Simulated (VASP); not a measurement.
# ZrTi5C6 (P4/mmm) in VASP: a series of runs, part 2 of 2

VASP 6.6.1. The steps go on from the part before.

**3. Single point, PBE**

INCAR

```
SYSTEM = ZrTi5C6
PREC     = Accurate       ! precision mode
ENCUT    = 520            ! plane-wave cutoff, eV
EDIFF    = 1E-7           ! SCF threshold, eV
ISMEAR   = 0              ! smearing method
SIGMA    = 0.1            ! smearing width, eV
LREAL    = .FALSE.        ! projectors in reciprocal space
LASPH    = .TRUE.         ! aspherical terms in the spheres
NELM     = 80             ! most SCF steps
ALGO     = Normal         ! electronic algorithm
ISIF     = 2              ! what is computed and relaxed
LWAVE    = .FALSE.        ! write WAVECAR
LCHARG   = .TRUE.         ! write CHGCAR
GGA      = PE             ! functional
LELF     = .TRUE.         ! ELF
LVHAR    = .TRUE.       
NBANDS   = 60             ! bands
```

KPOINTS

```
Automatic mesh
0
G
  6 6 2
  0 0 0
```

POSCAR

```
ZrTi5C6
1.0
    3.1225423005      0.0000000000      0.0000000000
    0.0000000000      3.1225423005      0.0000000000
    0.0000000000      0.0000000000     13.1893362142
Zr Ti C
1 5 6
Direct
    0.0000000000      0.0000000000      0.0000000000
    0.0000000000      0.0000000000      0.6624903290
    0.5000000000      0.5000000000      0.8247238989
    0.5000000000      0.5000000000      0.1752761011
    0.0000000000      0.0000000000      0.3375096710
    0.5000000000      0.5000000000      0.5000000000
    0.0000000000      0.0000000000      0.8242997451
    0.5000000000      0.5000000000      0.0000000000
    0.0000000000      0.0000000000      0.1757002549
    0.5000000000      0.5000000000      0.3367821933
    0.0000000000      0.0000000000      0.5000000000
    0.5000000000      0.5000000000      0.6632178067
```

Potentials or basis: VASP PAW PBE potentials, release 64 (Zr_sv, Ti_sv, C).

Command:

```bash
cat potpaw_PBE.64/Zr_sv/POTCAR potpaw_PBE.64/Ti_sv/POTCAR potpaw_PBE.64/C/POTCAR > POTCAR
mpirun -np 1 vasp_std > vasp.out
```

It took 6.7 min on 1 thread of Intel Xeon 8259CL, shared host; peak memory 0.3 GiB.

Results (log left out):

| Property | Result |
| --- | --- |
| Free energy | -112.4353 eV |
| Pressure | 0.3 GPa |
| Largest force | 0.009 eV/Å |
| Band gap on the k mesh | zero (bands 48 and 49 overlap by 0.36 eV) |

Forces in eV/Å, atoms in the order of the input:
```
Zr   0.000  0.000  0.000
Ti   0.000  0.000 -0.006
Ti   0.000  0.000  0.009
Ti   0.000  0.000 -0.009
Ti   0.000  0.000  0.006
Ti   0.000  0.000  0.000
C    0.000  0.000 -0.001
C    0.000  0.000  0.000
C    0.000  0.000  0.001
C    0.000  0.000 -0.005
C    0.000  0.000  0.000
C    0.000  0.000  0.005
```

Stress tensor (GPa, compression positive):
```
0.29 0.00 0.00
0.00 0.29 0.00
0.00 0.00 0.20
```

Levels at points of the mesh, in eV from the Fermi level:
```
           k point  band 45  band 46  band 47  band 48  band 49  band 50  band 51  band 52
(0.00, 0.00, 0.00)    -0.12    -0.12     0.04     0.16     0.20     0.20     0.83     0.83
(0.50, 0.00, 0.00)    -2.47    -2.45    -2.37    -2.29     2.05     2.28     2.57     2.69
(0.50, 0.50, 0.00)    -1.52    -1.52    -0.13     0.19     0.19     0.21     1.81     1.81
(0.00, 0.00, 0.50)    -0.22    -0.22     0.03     0.03     0.34     0.34     0.41     0.41
(0.50, 0.00, 0.50)    -2.47    -2.46    -2.41    -2.29     2.24     2.25     2.33     2.67
(0.50, 0.50, 0.50)    -1.04    -0.90    -0.72    -0.72     0.76     0.76     0.82     0.82
```

**4. Single point, PBE**

This run uses another cell than the first one, of 13.76 Å³/atom.

INCAR

```
PREC = Accurate ; ENCUT = 520
EDIFF = 1E-6 ; ISMEAR = 0
SIGMA = 0.1 ; LREAL = F
LASPH = T ; NELM = 100
ALGO = Normal ; ISIF = 2
LWAVE = F ; LCHARG = F
GGA = PE ; NBANDS = 60
```

KPOINTS

```
regular mesh
0
Gamma
  6 6 2
```

POSCAR

```
ZrTi5C6
1.0
    3.3889065900      0.0000000000      0.0000000000
    0.0000000000      3.3889065900      0.0000000000
    0.0000000000      0.0000000000     14.3779129900
Zr Ti C
1 5 6
Direct
    0.0000000000      0.0000000000      0.0000000000
    0.0000000000      0.0000000000      0.6666666700
    0.5000000000      0.5000000000      0.8333333300
    0.5000000000      0.5000000000      0.1666666700
    0.0000000000      0.0000000000      0.3333333300
    0.5000000000      0.5000000000      0.5000000000
    0.0000000000      0.0000000000      0.8333333300
    0.5000000000      0.5000000000      0.0000000000
    0.0000000000      0.0000000000      0.1666666700
    0.5000000000      0.5000000000      0.3333333300
    0.0000000000      0.0000000000      0.5000000000
    0.5000000000      0.5000000000      0.6666666700
```

Potentials or basis: VASP PAW PBE potentials, release 64 (Zr_sv, Ti_sv, C).

Command:

```bash
cat potpaw_PBE.64/Zr_sv/POTCAR potpaw_PBE.64/Ti_sv/POTCAR potpaw_PBE.64/C/POTCAR > POTCAR
mpirun -np 1 vasp_std > vasp.out
```

OUTCAR:

```text
PREC = Accurate
   ENCUT = 520
   EDIFF = 1E-6
   ISMEAR = 0
   LREAL = F
   LASPH = T
   NELM = 100
   ISIF = 2
   GGA = PE

 ion  position               nearest neighbor table
   1  0.000  0.000  0.000-   8 2.40   8 2.40   8 2.40   8 2.40   9 2.40   7 2.40   4 3.39   4 3.39
                             3 3.39   4 3.39   3 3.39   3 3.39   4 3.39   3 3.39
   2  0.000  0.000  0.667-   7 2.40  12 2.40  12 2.40  12 2.40  12 2.40  11 2.40
   3  0.500  0.500  0.833-  12 2.40   7 2.40   7 2.40   7 2.40   7 2.40   8 2.40   1 3.39   1 3.39
                             1 3.39   1 3.39
   4  0.500  0.500  0.167-  10 2.40   9 2.40   9 2.40   9 2.40   9 2.40   8 2.40   1 3.39   1 3.39
                             1 3.39   1 3.39
   5  0.000  0.000  0.333-   9 2.40  10 2.40  10 2.40  10 2.40  10 2.40  11 2.40
   6  0.500  0.500  0.500-  11 2.40  11 2.40  11 2.40  11 2.40  12 2.40  10 2.40
   7  0.000  0.000  0.833-   2 2.40   3 2.40   3 2.40   3 2.40   3 2.40   1 2.40
   8  0.500  0.500  0.000-   1 2.40   1 2.40   1 2.40   1 2.40   4 2.40   3 2.40
   9  0.000  0.000  0.167-   5 2.40   4 2.40   4 2.40   4 2.40   4 2.40   1 2.40
  10  0.500  0.500  0.333-   4 2.40   5 2.40   5 2.40   5 2.40   5 2.40   6 2.40
[... 1469 lines left out ...]

------------------------ aborting loop because EDIFF is reached ----------------------------------------

  FORCE on cell =-STRESS in cart. coord.  units (eV):
  Direction    XX          YY          ZZ          XY          YZ          ZX
  --------------------------------------------------------------------------------------
  -------------------------------------------------------------------------------------
  Total      -36.5220345    -36.5220345    -37.3813752      0.0000000     -0.0000000      0.0000000
  in kB     -354.3647355   -354.3647355   -362.7027168      0.0000000     -0.0000000      0.0000000
  external PRESSURE =    -357.1440626 kB  Pullay stress =       0.0000000 kB

 VOLUME and BASIS-vectors are now :
 -----------------------------------------------------------------------------
  energy-cutoff  :      520.00
  volume of cell :      165.13
      direct lattice vectors                 reciprocal lattice vectors
     3.388906590  0.000000000  0.000000000     0.295080426  0.000000000  0.000000000
     0.000000000  3.388906590  0.000000000     0.000000000  0.295080426  0.000000000
     0.000000000  0.000000000 14.377912990     0.000000000  0.000000000  0.069551123

 POSITION                                       TOTAL-FORCE (eV/Angst)
 -----------------------------------------------------------------------------------
      0.00000      0.00000      0.00000         0.000000      0.000000      0.000000
      0.00000      0.00000      9.58528         0.000000      0.000000     -0.019676
      1.69445      1.69445     11.98159         0.000000     -0.000000     -0.376595
      1.69445      1.69445      2.39632        -0.000000     -0.000000      0.376595
      0.00000      0.00000      4.79264         0.000000      0.000000      0.019676
      1.69445      1.69445      7.18896         0.000000      0.000000      0.000000
      0.00000      0.00000     11.98159         0.000000      0.000000     -0.538220
      1.69445      1.69445      0.00000         0.000000      0.000000      0.000000
      0.00000      0.00000      2.39632         0.000000      0.000000      0.538220
      1.69445      1.69445      4.79264        -0.000000      0.000000     -0.004896
      0.00000      0.00000      7.18896         0.000000      0.000000      0.000000
      1.69445      1.69445      9.58528         0.000000      0.000000      0.004896
 -----------------------------------------------------------------------------------
    total drift:                                0.000000      0.000000      0.000000

  FREE ENERGIE OF THE ION-ELECTRON SYSTEM (eV)
  ---------------------------------------------------
  free  energy   TOTEN  =      -107.2284258253 eV

  energy  without entropy=     -107.2152116140  energy(sigma->0) =     -107.22181872
```

OSZICAR:

```text
N       E                     dE             d eps       ncg     rms          rms(c)
DAV:   1     0.131818953812E+04    0.13182E+04   -0.46312E+04  2400   0.183E+03
DAV:   2     0.917431792762E+02   -0.12264E+04   -0.11880E+04  2400   0.572E+02
DAV:   3    -0.121324837447E+03   -0.21307E+03   -0.20461E+03  3516   0.200E+02
[... 13 lines left out ...]
DAV:  17    -0.107228441921E+03   -0.11984E-04   -0.70291E-04  3596   0.973E-02    0.395E-02
DAV:  18    -0.107228433468E+03    0.84526E-05   -0.35423E-05  3616   0.349E-02    0.227E-02
DAV:  19    -0.107228427285E+03    0.61833E-05   -0.33625E-05  3424   0.236E-02    0.522E-03
DAV:  20    -0.107228426183E+03    0.11021E-05   -0.17523E-06  1976   0.112E-02    0.415E-03
DAV:  21    -0.107228425825E+03    0.35745E-06   -0.17444E-06  2144   0.650E-03
   1 F= -.10722843E+03 E0= -.10722182E+03  d E =-.132142E-01
```

Wall time 12 min (1 thread of Intel Xeon 8259CL, shared host); peak memory 0.37 GiB.

Results:

| Property | Result |
| --- | --- |
| Free energy | -107.2284 eV |
| Pressure | -35.7 GPa |
| Largest force | 0.538 eV/Å |
| Band gap on the k mesh | zero (bands 48 and 49 overlap by 0.20 eV) |

Forces on the atoms (eV/Å):
```
Zr   0.000  0.000  0.000
Ti   0.000  0.000 -0.020
Ti   0.000  0.000 -0.377
Ti   0.000  0.000  0.377
Ti   0.000  0.000  0.020
Ti   0.000  0.000  0.000
C    0.000  0.000 -0.538
C    0.000  0.000  0.000
C    0.000  0.000  0.538
C    0.000  0.000 -0.005
C    0.000  0.000  0.000
C    0.000  0.000  0.005
```

Stress tensor (GPa, compression positive):
```
-35.44   0.00   0.00
  0.00 -35.44   0.00
  0.00   0.00 -36.27
```

Caveat: the cell stands under tension.

**5. The runs side by side**

| spin | cell | gap on the mesh (eV) | pressure (GPa) | largest force (eV/Å) |
| --- | --- | --- | --- | --- |
| collinear | a = 3.123, b = 3.123, c = 13.189 Å, 12 atoms, atomic positions A | none | 0.3 | 0.01 |
| off | a = 3.123, b = 3.123, c = 13.189 Å, 12 atoms, atomic positions A | none | 0.3 | 0.01 |
| off | a = 3.389, b = 3.389, c = 14.378 Å, 12 atoms, atomic positions B | none | -35.7 | 0.54 |

Alike in all rows: task single point; level PBE; potentials or basis VASP PAW PBE potentials, release 64 (Zr_sv, Ti_sv, C); k mesh 6 × 6 × 2; cutoff (eV) 520; smearing gaussian 0.1 eV.

Caveats: the cell stands under tension (at least some runs).

Total energies depend on the potentials used, so only differences within one code and one set of settings carry meaning.
